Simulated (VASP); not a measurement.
# Pt (P6_3/mmc) in VASP: a series of runs

Pt is run at these levels: PBEsol; tasks: single point.

All numbers are computed with VASP 6.6.1; they aren't measurements. Logs are shortened: lines on timing, memory, paths and dates and some standing lists are left out, and cuts for length are marked.

### 1 The cell of the first run

It takes space group P6_3/mmc (No. 194, hexagonal). The conventional cell has a = 2.721 Å, b = 2.721 Å, c = 4.723 Å, α = 90.00°, β = 90.00°, γ = 120.00°. Within 3.6 Å of Pt (site symmetry -6m2) lie 12 Pt at 2.72 to 2.84 Å.

### 2 Single point, PBEsol

Input file INCAR:

```
PREC = Accurate
ENCUT = 520
EDIFF = 1E-7
ISMEAR = 0
SIGMA = 0.05
LREAL = F
LASPH = T
NELM = 60
ALGO = Normal
ISIF = 2
LWAVE = F
LCHARG = F
GGA = PS
NBANDS = 17
```

Input file KPOINTS:

```
Automatic mesh
0
Gamma
  19 19 10
```

Input file POSCAR:

```
Pt
1.0
    2.7209246724     -0.0000028452      0.0000000000
   -1.3604598722      2.3563913107      0.0000000000
    0.0000000000      0.0000000000      4.7231381182
Pt
2
Direct
    0.6666666667      0.3333333333      0.7500000000
    0.3333333333      0.6666666667      0.2500000000
```

Potentials or basis: VASP PAW PBE potentials, release 64 (Pt).

Launch:

```console
> cat potpaw_PBE.64/Pt/POTCAR > POTCAR
> mpirun -np 1 vasp_std > vasp.out
```

OUTCAR:

```text
PREC = Accurate
   ENCUT = 520
   EDIFF = 1E-7
   ISMEAR = 0
   LREAL = F
   LASPH = T
   NELM = 60
   ISIF = 2
   GGA = PS

 ion  position               nearest neighbor table
   1  0.667  0.333  0.750-   2 2.84   2 2.84   2 2.84   2 2.84   2 2.84   2 2.84
   2  0.333  0.667  0.250-   1 2.84   1 2.84   1 2.84   1 2.84   1 2.84   1 2.84

  LATTYP: Found a hexagonal cell.
 ALAT       =     2.7209246724
 C/A-ratio  =     1.7358577274

  Lattice vectors:

 A1 = (   2.7209246724,  -0.0000028452,   0.0000000000)
 A2 = (  -1.3604598722,   2.3563913107,   0.0000000000)
 A3 = (   0.0000000000,   0.0000000000,   4.7231381182)

Analysis of symmetry for initial positions (statically):
=====================================================================
 Subroutine PRICEL returns:
 Original cell was already a primitive cell.

 Routine SETGRP: Setting up the symmetry group for a
 hexagonal supercell.

 Subroutine GETGRP returns: Found 24 space group operations
 (whereof 12 operations were pure point group operations)
 out of a pool of 24 trial point group operations.

The static configuration has the point symmetry D_3d.
 The point group associated with its full space group is D_6h.

Analysis of symmetry for dynamics (positions and initial velocities):
=====================================================================
 Subroutine PRICEL returns:
 Original cell was already a primitive cell.

 Routine SETGRP: Setting up the symmetry group for a
 hexagonal supercell.

 Subroutine GETGRP returns: Found 24 space group operations
 (whereof 12 operations were pure point group operations)
 out of a pool of 24 trial point group operations.

The dynamic configuration has the point symmetry D_3d.
 The point group associated with its full space group is D_6h.

 Subroutine INISYM returns: Found 24 space group operations
 (whereof 12 operations are pure point group operations),
 and found     1 'primitive' translations

----------------------------------------------------------------------------------------

                                     Primitive cell

  volume of cell :      30.2827
[... 81 lines left out ...]
   ISTART =      0    job   : 0-new  1-cont  2-samecut
   ICHARG =      2    charge: 1-file 2-atom 10-const
   ISPIN  =      1    spin polarized calculation?
   LNONCOLLINEAR =      F non collinear calculations
   LSORBIT =      F    spin-orbit coupling
   LASPH  =      T    aspherical Exc in radial PAW
   ENCUT  =  520.0 eV  38.22 Ry    6.18 a.u.   5.06  5.06  8.78*2*pi/ulx,y,z
   NELM   =     60;   NELMIN=  2; NELMDL= -5     # of ELM steps
   EDIFF  = 0.1E-06   stopping-criterion for ELM
   LREAL  =      F    real-space projection
   EDIFFG = 0.1E-05   stopping-criterion for IOM
   NSW    =      0    number of steps for IOM
   IBRION =     -1    ionic relax: 0-MD 1-quasi-New 2-CG
   NFREE  =      0    steps in history (QN), initial steepest desc. (CG)
   ISIF   =      2    stress and relaxation
   ISYM   =      2    0-nonsym 1-usesym 2-fastsym
   POTIM  = 0.5000    time-step for ionic-motion
   TEBEG  =    0.0;   TEEND  =   0.0 temperature during run
   PSTRESS=    0.0 pullay stress
   NELECT =      20.0000    total number of electrons
   NUPDOWN=      -1.0000    fix difference up-down
   EMIN   =  10.00;   EMAX   =-10.00  energy-range for DOS
   EFERMI =   0.00;   METHOD = LEGACY
   ISMEAR =     0;   SIGMA  =   0.05  broadening in eV -4-tet -1-fermi 0-gaus
   EFERMI_NEDOS =   21; number of points for ismear=-14 and -15
   IALGO  =     38    algorithm
   IMIX   =      4    mixing-type and parameters
     AMIX     =   0.40;   BMIX     =  1.00
     AMIX_MAG =   1.60;   BMIX_MAG =  1.00
  volume/ion in A,a.u.               =      15.14       102.18
  Fermi-wavevector in a.u.,A,eV,Ry     =   1.425673  2.694132 27.654450  2.032545
  Thomas-Fermi vector in A             =   2.546032
   LORBIT       =      0    0 simple, 1 ext, 2 COOP (PROOUT), +10 PAW based schemes
   GGA     = PS    functional components
   LHFCALC =     F    Hartree Fock is set to
   AEXX    =    0.0000 exact exchange contribution
   IVDW    =     0    specifies the selected vdW correction
   LEPSILON=     F    determine dielectric tensor
   LRPA    =     F    only Hartree local field effects (RPA)
 non-spin polarized calculation
 Gauss-broadening in eV      SIGMA  =   0.05
  energy-cutoff  :      520.00
  volume of cell :       30.28
 maximum number of plane-waves:       833
   NGX = 11   NGY = 11   NGZ = 17

 number of electron      20.0000001 magnetization

 Free energy of the ion-electron system (eV)
  ---------------------------------------------------
  ext. energy  EPLUGINS =         0.00000000
  ---------------------------------------------------
  free energy    TOTEN  =       -13.79792084 eV

  energy without entropy =      -13.79275181  energy(sigma->0) =      -13.79533633

 E-fermi :  10.9831     XC(G=0): -13.5996

 val. band max:       10.9825988301   @ k =   0.2632   0.1053   0.4000
 cond. band min:      10.9837971567   @ k =   0.0526   0.0526   0.3000
 fundamental gap:      0.0011983266
 Fermi energy:        10.9831077686

 k-point     1 :       0.0000    0.0000    0.0000
  band No.  band energies     occupation
      1       0.7642      2.00000
      2       3.4698      2.00000
      3       6.7627      2.00000
      4       7.3197      2.00000
      5       7.3197      2.00000
      6       7.7140      2.00000
[... 457 lines left out ...]
      4       6.8589      2.00000
      5       7.3483      2.00000
      6       7.5444      2.00000
[... 9 lines left out ...]
     16      25.6834      0.00000
     17      25.8370      0.00000

 [... further k-points ...]

------------------------ aborting loop because EDIFF is reached ----------------------------------------

  FORCE on cell =-STRESS in cart. coord.  units (eV):
  Direction    XX          YY          ZZ          XY          YZ          ZX
  --------------------------------------------------------------------------------------
  -------------------------------------------------------------------------------------
  Total        0.0390865      0.0390865     -0.2984511     -0.0000000      0.0000000     -0.0000000
  in kB        2.0679655      2.0679655    -15.7902660     -0.0000000      0.0000000     -0.0000000
  external PRESSURE =      -3.8847784 kB  Pullay stress =       0.0000000 kB

 VOLUME and BASIS-vectors are now :
 -----------------------------------------------------------------------------
  energy-cutoff  :      520.00
  volume of cell :       30.28
      direct lattice vectors                 reciprocal lattice vectors
     2.720924672 -0.000002845  0.000000000     0.367522340  0.212188610  0.000000000
    -1.360459872  2.356391311  0.000000000     0.000000444  0.424377988  0.000000000
     0.000000000  0.000000000  4.723138118     0.000000000  0.000000000  0.211723641

 POSITION                                       TOTAL-FORCE (eV/Angst)
 -----------------------------------------------------------------------------------
      1.36046      0.78546      3.54235        -0.000000      0.000000      0.000000
      0.00000      1.57093      1.18078         0.000000      0.000000      0.000000
 -----------------------------------------------------------------------------------
    total drift:                                0.000000     -0.000000      0.000000

  FREE ENERGIE OF THE ION-ELECTRON SYSTEM (eV)
  ---------------------------------------------------
  free  energy   TOTEN  =       -13.7979208443 eV

  energy  without entropy=      -13.7927518074  energy(sigma->0) =      -13.79533633
```

Run time: 41 s. Hardware: 1 thread of Intel Xeon 6975P-C (Granite Rapids), shared host; peak memory 0.21 GiB.

Results:

```yaml
Free_energy: -13.7979 eV
Pressure: -0.4 GPa
Band_gap_on_the_k_mesh: zero (band 10 reaches 11.49 eV, above the bottom of band 11 at 10.15 eV)
```

Levels at points of the mesh, in eV from the Fermi level:
```tsv
k point	band 7	band 8	band 9	band 10	band 11	band 12	band 13	band 14
(0.00, 0.00, 0.00)	-3.27	-1.91	-1.91	-0.97	-0.22	-0.22	4.93	15.03
(0.00, 0.00, 0.50)	-3.65	-3.65	-0.83	-0.83	-0.83	-0.83	12.17	12.17
```

Caveat: the PAW data sets were made with another functional, which shifts forces and pressure a little; spin-orbit coupling is left out, which moves the levels of the heavy elements.

### 3 Single point, PBEsol

This run uses another cell than the first one, of 15.37 Å³/atom, 1.015 times its volume.

Input file INCAR:

```
SYSTEM = Pt
  ALGO = Normal
  EDIFF = 1E-6
  ENCUT = 520
  GGA = PS
  ISIF = 2
  ISMEAR = 0
  LASPH = .TRUE.
  LCHARG = .FALSE.
  LREAL = .FALSE.
  LWAVE = .FALSE.
  NBANDS = 17
  NELM = 100
  PREC = Accurate
  SIGMA = 0.05
```

Input file KPOINTS:

```
k-points
0
G
  19 19 10
  0 0 0
```

Input file POSCAR:

```
Pt
1.0
    2.7344618339     -0.0000028593      0.0000000000
   -1.3672284407      2.3681148435      0.0000000000
    0.0000000000      0.0000000000      4.7466367046
Pt
2
Direct
    0.6666666667      0.3333333333      0.7500000000
    0.3333333333      0.6666666667      0.2500000000
```

Potentials or basis: VASP PAW PBE potentials, release 64 (Pt).

Launch:

```console
> cat potpaw_PBE.64/Pt/POTCAR > POTCAR
> mpirun -np 1 vasp_std > vasp.out
```

Wall time 39 s (1 thread of Intel Xeon 6975P-C (Granite Rapids), shared host); peak memory 0.21 GiB.

The run converged. Its results:

```yaml
Free_energy: -13.7914 eV
Pressure: -4.4 GPa
Band_gap_on_the_k_mesh: zero (band 10 reaches 11.19 eV, above the bottom of band 11 at 9.89 eV)
```

Stress tensor (GPa, compression positive):
```
-4.05  0.00  0.00
 0.00 -4.05  0.00
 0.00  0.00 -5.19
```

Levels at points of the mesh, in eV from the Fermi level:
```tsv
k point	band 6	band 7	band 8	band 9	band 10	band 11	band 12	band 13	band 14	band 15
(0.00, 0.00, 0.00)	-3.19	-3.19	-1.86	-1.86	-0.90	-0.21	-0.21	4.83	15.06	15.67
(0.00, 0.00, 0.50)	-3.57	-3.57	-3.57	-0.81	-0.81	-0.81	-0.81	12.07	12.07	15.53
```

Caveat: the PAW data sets were made with another functional, which shifts forces and pressure a little; spin-orbit coupling is left out, which moves the levels of the heavy elements.

### 4 Single point, PBEsol

This run uses another cell than the first one, of 14.91 Å³/atom, 0.985 times its volume.

Input file INCAR:

```
ALGO = Normal ; EDIFF = 1E-7
ENCUT = 520 ; GGA = PS
ISIF = 2 ; ISMEAR = 0
LASPH = True ; LCHARG = False
LREAL = False ; LWAVE = False
NBANDS = 17 ; NELM = 80
PREC = Accurate ; SIGMA = 0.05
```

Input file KPOINTS:

```
k-points
0
Gamma
  20 20 10
```

Input file POSCAR:

```
Pt
1.0
    2.7072514533     -0.0000028309      0.0000000000
   -1.3536232750      2.3445499485      0.0000000000
    0.0000000000      0.0000000000      4.6994033552
Pt
2
Direct
    0.6666666667      0.3333333333      0.7500000000
    0.3333333333      0.6666666667      0.2500000000
```

Launch:

```console
> cat potpaw_PBE.64/Pt/POTCAR > POTCAR
> mpirun -np 1 vasp_std > vasp.out
```

It took 1.8 min on 1 thread of Intel Xeon Platinum 8175M at 2.50GHz (Skylake/Cascade Lake), shared host; peak memory 0.22 GiB.

It converged, with:

- Free energy: -13.7955 eV
- Pressure: 4.1 GPa
- Band gap on the k mesh: zero (band 10 reaches 11.85 eV, above the bottom of band 11 at 10.43 eV)

Stress tensor (GPa, compression positive):
```
4.92 0.00 0.00
0.00 4.92 0.00
0.00 0.00 2.36
```

Levels at points of the mesh, in eV from the Fermi level:
```tsv
k point	band 8	band 9	band 10	band 11	band 12	band 13
(0.00, 0.00, 0.00)	-1.96	-1.96	-1.04	-0.22	-0.22	5.04
(0.50, 0.00, 0.00)	0.04	0.36	0.58	2.37	3.93	7.53
(0.00, 0.00, 0.50)	-3.74	-0.84	-0.84	-0.84	-0.84	12.28
(0.50, 0.00, 0.50)	-1.00	0.48	0.48	1.66	1.66	6.88
```

Caveat: the PAW data sets were made with another functional, which shifts forces and pressure a little; spin-orbit coupling is left out, which moves the levels of the heavy elements.

### 5 Overview

```tsv
cell	k mesh	gap on the mesh (eV)	pressure (GPa)
a = 2.721, b = 2.721, c = 4.723 Å, angles 90.0, 90.0, 120.0°, 2 atoms	19 × 19 × 10	none	-0.4
a = 2.734, b = 2.734, c = 4.747 Å, angles 90.0, 90.0, 120.0°, 2 atoms	19 × 19 × 10	none	-4.4
a = 2.707, b = 2.707, c = 4.699 Å, angles 90.0, 90.0, 120.0°, 2 atoms	20 × 20 × 10	none	4.1
```

Alike in all rows: task single point; level PBEsol; potentials or basis VASP PAW PBE potentials, release 64 (Pt); no spin polarisation; cutoff (eV) 520; smearing gaussian 0.05 eV.

Caveats: the PAW data sets were made with another functional, which shifts forces and pressure a little; spin-orbit coupling is left out, which moves the levels of the heavy elements.

Absolute energies hang on the potentials; compare differences alone.
